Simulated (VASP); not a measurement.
A run of VASP 6.6.1:

The input INCAR:

```
SYSTEM = Ag
PREC = Accurate
ENCUT = 520
EDIFF = 1E-6
ISMEAR = 0
SIGMA = 0.15
LREAL = .FALSE.
LASPH = .TRUE.
NELM = 100
ALGO = Fast
ISIF = 2
LWAVE = .FALSE.
LCHARG = .FALSE.
GGA = PE
NBANDS = 12
```

KPOINTS

```
Automatic mesh
0
G
  24 24 24
  0 0 0
```

File POSCAR:

```
Ag
1.0
    0.0000000000      2.0684117098      2.0735956990
    2.0787796882      0.0000000000      2.0735956990
    2.0787796882      2.0684117098      0.0000000000
Ag
1
Direct
    0.0000000000      0.0000000000      0.0000000000
```

Potentials or basis: VASP PAW PBE potentials, release 64 (Ag).

Launch:

```console
$ cat potpaw_PBE.64/Ag/POTCAR > POTCAR
$ mpirun -np 1 vasp_std > vasp.out
```

Hardware: 1 thread of Intel Xeon 8259CL, with other jobs on the host.

Problem. Estimate the wall time of this run.

Solution. Run time: 6.8 min on 1 thread of Intel Xeon 8259CL, with other jobs on the host, peak memory 0.52 GiB. Counts: scf iterations 12, k points 1963.
